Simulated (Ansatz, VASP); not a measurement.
Two plane-wave programs on P

```
P
1.0
     3.69138    0.00000    0.00000
    -1.84569    3.19683    0.00000
     0.00000    0.00000   10.05376
P
4
Direct
  0.00000 0.00000 0.25000
  0.00000 0.00000 0.75000
  0.33333 0.66667 0.75000
  0.66667 0.33333 0.25000
```

Alike in both runs: task relaxation of cell and atoms; functional PBE; k mesh 6 × 6 × 2; occupations gaussian, width 0.1 eV; no spin polarisation.

|  | VASP | Ansatz |
| --- | --- | --- |
| version | VASP 6.6.1 | Ansatz 0.2.0 |
| potentials or method | VASP PAW PBE potentials, release 64 (P), cutoff 600 eV | scalar-relativistic, plane waves, PAW |
| valence electrons in the cell | 20 | 20 |

VASP gave:

| Quantity | Value |
| --- | --- |
| gap on the k mesh at the Fermi level, each at its own relaxed structure (eV) | none |
| relaxed volume (Å³/atom) | 32.27 |
| relaxed length of the cell vector where the two differ most in proportion (Å) | 10.048 |

**Question.** Which values does Ansatz return?

**Answer.** gap on the k mesh at the Fermi level, each at its own relaxed structure (eV): none; relaxed volume (Å³/atom): 32.05; relaxed length of the cell vector where the two differ most in proportion (Å): 9.957.

A gap of «none» marks a metal or a gap that the smearing closes.
